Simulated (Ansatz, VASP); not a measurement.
## AgI: VASP beside Ansatz

File INCAR:

```
SYSTEM = AgI
  PREC = Accurate
  ENCUT = 500
  EDIFF = 1E-7
  ISMEAR = -1
  SIGMA = 0.1
  LREAL = .False.
  LASPH = .True.
  NELM = 120
  ALGO = Normal
  ISIF = 3
  LWAVE = .False.
  LCHARG = .False.
  GGA = CA
  IBRION = 2
  NSW = 100
  EDIFFG = -0.002
  GGA_COMPAT = .False.
  NELMIN = 4
```

KPOINTS

```
regular mesh
0
Gamma
  14 14 14
  0 0 0
```

The input POSCAR:

```
AgI
1.0
    0.0000000000      3.2365000000      3.2365000000
    3.2365000000      0.0000000000      3.2365000000
    3.2365000000      3.2365000000      0.0000000000
Ag I
1 1
Direct
    0.0000000000      0.0000000000      0.0000000000
    0.7500000000      0.7500000000      0.7500000000
```

Input for Ansatz:

```yaml
crystal:
  lattice:
    - [0.0, 3.2365, 3.2365]
    - [3.2365, 0.0, 3.2365]
    - [3.2365, 3.2365, 0.0]
  atoms:
    - { symbol: Ag, position: [0.0, 0.0, 0.0] }
    - { symbol: I, position: [0.75, 0.75, 0.75] }
kpoints:
  mp_grid: { grid: [14, 14, 14] }
scf:
  occupations: { method: fermi_dirac, width: 0.1 }
hamiltonian:
  xc: lda
  pseudopotentials: { kind: paw }
relax:
  f_tol: 0.002
  max_steps: 80
  cell: {}
output:
  forces: true
  stress: true
```

Alike in both runs: task relaxation of cell and atoms; functional LDA; k mesh 14 × 14 × 14; occupations fermi-dirac, width 0.1 eV; no spin polarisation.

|  | VASP | Ansatz |
| --- | --- | --- |
| version | VASP 6.6.1 | Ansatz 0.2.0 |
| potentials or method | VASP PAW LDA potentials, release 64 (Ag, I) | PAW with Ansatz's default frozen-core files, scalar-relativistic |
| plane-wave cutoff (eV) | 500 | 420 |
| valence electrons in the cell | 18 | 36 |

|  | VASP | Ansatz | Ansatz less VASP |
| --- | --- | --- | --- |
| relaxed volume (Å³/atom) | 31.97 | 31.97 | +0.001 |
| relaxed cell length with the largest relative difference (Å) | 4.489 | 4.489 | +0.0001 |

LDA's correlation is that of Perdew and Zunger in VASP and of Perdew and Wang (1992) in Ansatz. VASP's potentials hold 18 valence electrons a cell and Ansatz's 36, so a difference there can come from the potentials and not from the codes.

Neither program's run includes spin-orbit coupling.
